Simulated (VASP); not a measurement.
Wanted: the native input for a VASP 6.6.1 run.

```yaml
Task: single point
Functional: PBEsol
Potentials_or_basis: VASP PAW PBE potentials, release 64 (B, N)
Cutoff: 520 eV
k_mesh: 12 × 12 × 4
Occupations: gaussian, width 0.01 eV
Spin: no spin polarisation
Dipole_correction: no
Further_INCAR_settings: ALGO = Normal; EDIFF = 1e-07; NBANDS = 16
```

The structure of BN lies in POSCAR:

```
BN
1.0
    2.4901110406      0.0000000000      0.0000000000
   -1.2450555203      2.1564994194      0.0000000000
    0.0000000000      0.0000000000      5.8032738657
B N
2 2
Direct
    0.3333333333      0.6666666667      0.2500000000
    0.6666666667      0.3333333333      0.7500000000
    0.3333333333      0.6666666667      0.7500000000
    0.6666666667      0.3333333333      0.2500000000
```

One way to write it, as run:

INCAR

```
SYSTEM = BN
  PREC = Accurate
  ENCUT = 520
  EDIFF = 1E-7
  ISMEAR = 0
  SIGMA = 0.01
  LREAL = .False.
  LASPH = .True.
  NELM = 100
  ALGO = Normal
  ISIF = 2
  LWAVE = .False.
  LCHARG = .False.
  GGA = PS
  NBANDS = 16
```

KPOINTS

```
regular mesh
0
Gamma
  12 12 4
  0 0 0
```

Potentials or basis: VASP PAW PBE potentials, release 64 (B, N).

Run with:

```bash
$ cat potpaw_PBE.64/B/POTCAR potpaw_PBE.64/N/POTCAR > POTCAR
$ mpirun -np 1 vasp_std > vasp.out
```

Results of the run:

```yaml
Pressure: 8.3 GPa
Band_gap_on_the_k_mesh: 3.99 eV (least direct gap 4.24 eV)
```

Caveat: the cell stands under pressure; the PAW data sets were made with another functional, which shifts forces and pressure a little.

It took 19 s on 1 thread of Intel(R) Xeon(R) Platinum 8488C (Sapphire Rapids), on a shared host, peak memory 0.15 GiB.
